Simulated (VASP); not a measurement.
Write the native input for VASP 6.6.1 that does the following.

```
Task                   : single point
Functional             : PBE
Potentials or basis    : VASP PAW PBE potentials, release 64 (Ta_pv, Si)
Cutoff                 : 520 eV
k mesh                 : 14 × 14 × 14
Occupations            : fermi-dirac, width 0.05 eV
Spin                   : no spin polarisation
Dipole correction      : no
Further INCAR settings : ALGO = Normal; EDIFF = 1e-06; NBANDS = 14
```

The structure of TaSi (rocksalt type) lies in POSCAR:

```
TaSi
1.0
    0.0000000000      2.0706063041      2.0706063041
    2.0706063041      0.0000000000      2.0706063041
    2.0706063041      2.0706063041      0.0000000000
Ta Si
1 1
Direct
    0.0000000000      0.0000000000      0.0000000000
    0.5000000000      0.5000000000      0.5000000000
```

One way to write it, as run:

INCAR

```
PREC     = Accurate       # precision mode
ENCUT    = 520            # plane-wave cutoff, eV
EDIFF    = 1E-6           # SCF threshold, eV
ISMEAR   = -1             # smearing method
SIGMA    = 0.05           # smearing width, eV
LREAL    = False          # projectors in reciprocal space
LASPH    = True           # aspherical terms in the spheres
NELM     = 100            # most SCF steps
ALGO     = Normal         # electronic algorithm
ISIF     = 2              # what is computed and relaxed
LWAVE    = False          # write WAVECAR
LCHARG   = False          # write CHGCAR
GGA      = PE             # functional
NBANDS   = 14             # bands
```

KPOINTS

```
Automatic mesh
0
Gamma
  14 14 14
```

Potentials or basis: VASP PAW PBE potentials, release 64 (Ta_pv, Si).

The run is started by

```sh
$ cat potpaw_PBE.64/Ta_pv/POTCAR potpaw_PBE.64/Si/POTCAR > POTCAR
$ mpirun -np 1 vasp_std > vasp.out
```

Results of the run:

```
Pressure               : 364.4 GPa
Band gap on the k mesh : zero (an odd number of electrons rules out a gap without spin polarisation)
```

Caveat: the cell stands under pressure; spin-orbit coupling is left out, which moves the levels of the heavy elements.

Run time: 7.7 s on 1 thread of Intel(R) Xeon(R) 6975P-C (Granite Rapids), on a shared host, peak memory 0.16 GiB.
